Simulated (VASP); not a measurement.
# HfC: single point with LDA

The system is HfC.

```
Hf C
1.0
     0.00000    2.32500    2.32500
     2.32500    0.00000    2.32500
     2.32500    2.32500    0.00000
Hf C
1 1
Cartesian
  2.3250 2.3250 2.3250
  0.0000 0.0000 0.0000
```

```
Program                : VASP 6.6.1
Task                   : single point
Functional             : LDA
Potentials or basis    : VASP PAW LDA potentials, release 64 (Hf_pv, C)
Cutoff                 : 600 eV
k mesh                 : 11 × 11 × 11
Occupations            : methfessel-paxton, width 0.15 eV
Spin                   : no spin polarisation
Dipole correction      : no
Further INCAR settings : ALGO = Normal; EDIFF = 1e-06; NBANDS = 14
```

```json
{"Pressure": "-11.6 GPa", "Band gap on the k mesh": "zero (bands 7 and 8 overlap by 1.43 eV)"}
```

Levels at points of the mesh, in eV from the Fermi level:
```
           k point  band 5  band 6  band 7  band 8  band 9  band 10
(0.00, 0.00, 0.00)    0.96    0.96    0.96    1.23    1.23     1.23
```

Run time: 10 s on 1 thread of Intel(R) Xeon(R) 6975P-C (Granite Rapids), with other jobs on the host, peak memory 0.16 GiB.

Caveat: the cell stands under tension; spin-orbit coupling is left out, which moves the levels of the heavy elements.
